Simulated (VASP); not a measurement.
A run of VASP 6.6.1:

The input POSCAR:

```
MgBH5
1.0
    2.7898782013      0.0000000000      0.0000000000
    0.0000000000      2.7898782013      0.0000000000
    0.0000000000      0.0000000000      5.3811589476
Mg B H
1 1 5
Direct
    0.5000000000      0.5000000000      0.0000000000
    0.0000000000      0.0000000000      0.5000000000
    0.0000000000      0.5000000000      0.3518585738
    0.0000000000      0.5000000000      0.6481414262
    0.5000000000      0.0000000000      0.3518585738
    0.5000000000      0.0000000000      0.6481414262
    0.0000000000      0.0000000000      0.0000000000
```

The input INCAR.step1:

```
SYSTEM = MgBH5
ALGO     = Normal         ! electronic algorithm
EDIFF    = 1E-4           ! SCF threshold, eV
ENCUT    = 520            ! plane-wave cutoff, eV
GGA      = PE             ! functional
ISMEAR   = -1             ! smearing method
LASPH    = .TRUE.         ! aspherical terms in the spheres
LCHARG   = .FALSE.        ! write CHGCAR
LREAL    = .FALSE.        ! projectors in reciprocal space
LWAVE    = .TRUE.         ! write WAVECAR
NBANDS   = 14             ! bands
NELM     = 80             ! most SCF steps
PREC     = Accurate       ! precision mode
SIGMA    = 0.03           ! smearing width, eV
```

INCAR.step2

```
SYSTEM = MgBH5
ALGO     = Normal         ! electronic algorithm
BPARAM   = 11.95        
CPARAM   = 0.0093       
EDIFF    = 1E-6           ! SCF threshold, eV
ENCUT    = 520            ! plane-wave cutoff, eV
ISIF     = 2              ! what is computed and relaxed
ISMEAR   = -1             ! smearing method
ISTART   = 1            
IVDW_NL  = 2            
LASPH    = .TRUE.         ! aspherical terms in the spheres
LCHARG   = .FALSE.        ! write CHGCAR
LMIXTAU  = .TRUE.       
LREAL    = .FALSE.        ! projectors in reciprocal space
LUSE_VDW = .TRUE.       
LWAVE    = .FALSE.        ! write WAVECAR
METAGGA  = R2SCAN         ! meta-GGA
NBANDS   = 14             ! bands
NELM     = 80             ! most SCF steps
PREC     = Accurate       ! precision mode
SIGMA    = 0.03           ! smearing width, eV
```

The input KPOINTS:

```
k-points
0
G
  8 8 4
  0 0 0
```

Potentials or basis: VASP PAW PBE potentials, release 64 (Mg, B, H).

The run is started by

```bash
$ cat potpaw_PBE.64/Mg/POTCAR potpaw_PBE.64/B/POTCAR potpaw_PBE.64/H/POTCAR > POTCAR
$ cp INCAR.step1 INCAR
$ mpirun -np 1 vasp_std > vasp.out
$ cp INCAR.step2 INCAR
$ mpirun -np 1 vasp_std > vasp.out
```

Hardware: 1 thread of Intel(R) Xeon(R) Platinum 8259CL CPU @ 2.50GHz (Skylake/Cascade Lake), on a shared host.

Q: Estimate the wall time of this run.

A: It took 2.5 min on 1 thread of Intel(R) Xeon(R) Platinum 8259CL CPU @ 2.50GHz (Skylake/Cascade Lake), with other jobs on the host, peak memory 0.28 GiB. Counts: k points 45.
